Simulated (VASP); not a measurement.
Input of a VASP 6.6.1 run:

The input INCAR:

```
SYSTEM = SiO2
PREC = Accurate
ENCUT = 520
EDIFF = 1E-6
ISMEAR = -1
SIGMA = 0.03
LREAL = .FALSE.
LASPH = .TRUE.
NELM = 100
ALGO = Normal
ISIF = 2
LWAVE = .FALSE.
LCHARG = .FALSE.
GGA = PS
NBANDS = 25
```

Contents of KPOINTS:

```
Automatic mesh
0
G
  6 6 9
  0 0 0
```

Contents of POSCAR:

```
SiO2
1.0
    4.1661196280      0.0000000000      0.0000000000
    0.0000000000      4.1661196280      0.0000000000
    0.0000000000      0.0000000000      2.6588775253
Si O
2 4
Direct
    0.0000000000      0.0000000000      0.0000000000
    0.5000000000      0.5000000000      0.5000000000
    0.3067000000      0.3067000000      0.0000000000
    0.1933000000      0.8067000000      0.5000000000
    0.6933000000      0.6933000000      0.0000000000
    0.8067000000      0.1933000000      0.5000000000
```

Potentials or basis: VASP PAW PBE potentials, release 64 (Si, O).

Command:

```console
$ cat potpaw_PBE.64/Si/POTCAR potpaw_PBE.64/O/POTCAR > POTCAR
$ mpirun -np 1 vasp_std > vasp.out
```

(1) Predict the largest force.

(2) Estimate the pressure.

## Answers

(1) 0.309 eV/Å.

(2) 8.1 GPa.

Caveat: the PAW data sets were made with another functional, which shifts forces and pressure a little.
